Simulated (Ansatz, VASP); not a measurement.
## GaAs in VASP and in Ansatz

INCAR

```
PREC = Accurate
ENCUT = 520
EDIFF = 1E-6
ISMEAR = 0
SIGMA = 0.05
LREAL = Auto
LASPH = True
NELM = 100
ALGO = Normal
ISIF = 2
LWAVE = False
LCHARG = False
GGA = PE
NBANDS = 166
LUSENCCL = False
```

File KPOINTS:

```
Automatic mesh
0
Gamma
  3 3 3
```

Contents of POSCAR:

```
GaAs
1.0
   -5.7459815546     -5.7459815546      5.7459815546
    5.7459815546      5.7459815546      5.7459815546
   -5.7459815546      5.7459815546     -5.7459815546
Ga As
16 16
Direct
    0.2500000000      0.5000000000      0.2500000000
    0.5000000000      0.5000000000      0.0000000000
    0.2500000000      0.7500000000      0.0000000000
    0.7500000000      0.5000000000      0.7500000000
    0.5000000000      0.7500000000      0.7500000000
    0.2500000000      0.0000000000      0.7500000000
    0.0000000000      0.5000000000      0.5000000000
    0.7500000000      0.7500000000      0.5000000000
    0.5000000000      0.0000000000      0.5000000000
    0.2500000000      0.2500000000      0.5000000000
    0.0000000000      0.7500000000      0.2500000000
    0.7500000000      0.0000000000      0.2500000000
    0.5000000000      0.2500000000      0.2500000000
    0.0000000000      0.0000000000      0.0000000000
    0.7500000000      0.2500000000      0.0000000000
    0.0000000000      0.2500000000      0.7500000000
    0.0000000000      0.2500000000      0.0000000000
    0.2500000000      0.2500000000      0.7500000000
    0.0000000000      0.5000000000      0.7500000000
    0.5000000000      0.2500000000      0.5000000000
    0.2500000000      0.5000000000      0.5000000000
    0.0000000000      0.7500000000      0.5000000000
    0.7500000000      0.2500000000      0.2500000000
    0.5000000000      0.5000000000      0.2500000000
    0.2500000000      0.7500000000      0.2500000000
    0.0000000000      0.0000000000      0.2500000000
    0.7500000000      0.5000000000      0.0000000000
    0.5000000000      0.7500000000      0.0000000000
    0.2500000000      0.0000000000      0.0000000000
    0.7500000000      0.7500000000      0.7500000000
    0.5000000000      0.0000000000      0.7500000000
    0.7500000000      0.0000000000      0.5000000000
```

Input for Ansatz:

```yaml
crystal:
  lattice:
    - [-5.7459815546, -5.7459815546, 5.7459815546]
    - [5.7459815546, 5.7459815546, 5.7459815546]
    - [-5.7459815546, 5.7459815546, -5.7459815546]
  atoms:
    - { symbol: Ga, position: [0.25, 0.5, 0.25] }
    - { symbol: Ga, position: [0.5, 0.5, 0.0] }
    - { symbol: Ga, position: [0.25, 0.75, 0.0] }
    - { symbol: Ga, position: [0.75, 0.5, 0.75] }
    - { symbol: Ga, position: [0.5, 0.75, 0.75] }
    - { symbol: Ga, position: [0.25, 0.0, 0.75] }
    - { symbol: Ga, position: [0.0, 0.5, 0.5] }
    - { symbol: Ga, position: [0.75, 0.75, 0.5] }
    - { symbol: Ga, position: [0.5, 0.0, 0.5] }
    - { symbol: Ga, position: [0.25, 0.25, 0.5] }
    - { symbol: Ga, position: [0.0, 0.75, 0.25] }
    - { symbol: Ga, position: [0.75, 0.0, 0.25] }
    - { symbol: Ga, position: [0.5, 0.25, 0.25] }
    - { symbol: Ga, position: [0.0, 0.0, 0.0] }
    - { symbol: Ga, position: [0.75, 0.25, 0.0] }
    - { symbol: Ga, position: [0.0, 0.25, 0.75] }
    - { symbol: As, position: [0.0, 0.25, 0.0] }
    - { symbol: As, position: [0.25, 0.25, 0.75] }
    - { symbol: As, position: [0.0, 0.5, 0.75] }
    - { symbol: As, position: [0.5, 0.25, 0.5] }
    - { symbol: As, position: [0.25, 0.5, 0.5] }
    - { symbol: As, position: [0.0, 0.75, 0.5] }
    - { symbol: As, position: [0.75, 0.25, 0.25] }
    - { symbol: As, position: [0.5, 0.5, 0.25] }
    - { symbol: As, position: [0.25, 0.75, 0.25] }
    - { symbol: As, position: [0.0, 0.0, 0.25] }
    - { symbol: As, position: [0.75, 0.5, 0.0] }
    - { symbol: As, position: [0.5, 0.75, 0.0] }
    - { symbol: As, position: [0.25, 0.0, 0.0] }
    - { symbol: As, position: [0.75, 0.75, 0.75] }
    - { symbol: As, position: [0.5, 0.0, 0.75] }
    - { symbol: As, position: [0.75, 0.0, 0.5] }
basis:
  ecutwfc: 420
  xc_grid: 2
kpoints:
  mp_grid: { grid: [3, 3, 3], shift: [0.0, 0.0, 0.0] }
hamiltonian:
  xc: pbe
scf:
  occupations: { method: gaussian, width: 0.05 }
output:
  forces: true
  stress: true
  eigenvalues: true
```

Alike in both runs: task single point; functional PBE; k mesh 3 × 3 × 3; occupations gaussian, width 0.05 eV; no spin polarisation.

|  | VASP | Ansatz |
| --- | --- | --- |
| version | VASP 6.6.1 | Ansatz 0.2.0 |
| potentials or method | VASP PAW PBE potentials, release 64 (Ga_d, As), cutoff 520 eV | scalar-relativistic, plane waves, PAW |
| valence electrons in the cell | 288 | 448 |

```csv
,VASP,Ansatz,Ansatz less VASP
gap on the k mesh at the Fermi level (eV),0.16,0.16,-0.002
least direct gap on the mesh (eV),0.16,0.16,-0.002
pressure (GPa),0.2,0.0,-0.26
```

VASP's potentials hold 288 valence electrons a cell and Ansatz's 448, so a difference there can come from the potentials and not from the codes.
